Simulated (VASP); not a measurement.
Here is a VASP 6.6.1 calculation.

File INCAR:

```
ALGO = Fast
EDIFF = 1E-6
ENCUT = 520
GGA = PE
ISIF = 2
ISMEAR = 0
LASPH = True
LCHARG = False
LREAL = False
LWAVE = False
NBANDS = 11
NELM = 60
PREC = Accurate
SIGMA = 0.15
```

The input KPOINTS:

```
k-points
0
Gamma
  24 24 24
```

Contents of POSCAR:

```
Pd
1.0
   -0.0929843246      1.8995369178      1.8995369178
    1.8995369178     -0.0929843246      1.8995369178
    1.8995369178      1.8995369178     -0.0929843246
Pd
1
Direct
    0.0000000000      0.0000000000      0.0000000000
```

Potentials or basis: VASP PAW PBE potentials, release 64 (Pd).

Launch:

```sh
$ cat potpaw_PBE.64/Pd/POTCAR > POTCAR
$ mpirun -np 1 vasp_std > vasp.out
```

Predict the band gap on the k mesh.

zero (bands 5 and 6 overlap by 1.86 eV).

Estimate the pressure.

8.4 GPa.

Stress tensor (GPa, compression positive):
```
8.41 3.78 3.78
3.78 8.41 3.78
3.78 3.78 8.41
```

Caveat: the cell stands under pressure.
